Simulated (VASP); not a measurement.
A run of VASP 6.6.1:

Contents of INCAR:

```
ALGO     = Normal         # electronic algorithm
EDIFF    = 1E-6           # SCF threshold, eV
ENCUT    = 520            # plane-wave cutoff, eV
GGA      = PE             # functional
ISIF     = 2              # what is computed and relaxed
ISMEAR   = 0              # smearing method
LASPH    = T              # aspherical terms in the spheres
LCHARG   = F              # write CHGCAR
LREAL    = F              # projectors in reciprocal space
LWAVE    = F              # write WAVECAR
NBANDS   = 12             # bands
NELM     = 60             # most SCF steps
PREC     = Accurate       # precision mode
SIGMA    = 0.05           # smearing width, eV
```

The input KPOINTS:

```
k-points
0
Gamma
  10 10 10
```

POSCAR

```
LiF
1.0
    0.0000000000      1.9133000000      2.0140000000
    1.9133000000      0.0000000000      2.0140000000
    1.9133000000      1.9133000000      0.0000000000
Li F
1 1
Direct
    0.0000000000      0.0000000000      0.0000000000
    0.5000000000      0.5000000000      0.5000000000
```

Potentials or basis: VASP PAW PBE potentials, release 64 (Li_sv, F).

Run with:

```console
$ cat potpaw_PBE.64/Li_sv/POTCAR potpaw_PBE.64/F/POTCAR > POTCAR
$ mpirun -np 1 vasp_std > vasp.out
```

Hardware: 1 thread of Intel Xeon 6975P-C (shared host).

Q: How long does it take, and how much memory?

A: It took 25 s on 1 thread of Intel Xeon 6975P-C, with other jobs on the host, peak memory 0.14 GiB. Counts: scf iterations 12, k points 102.
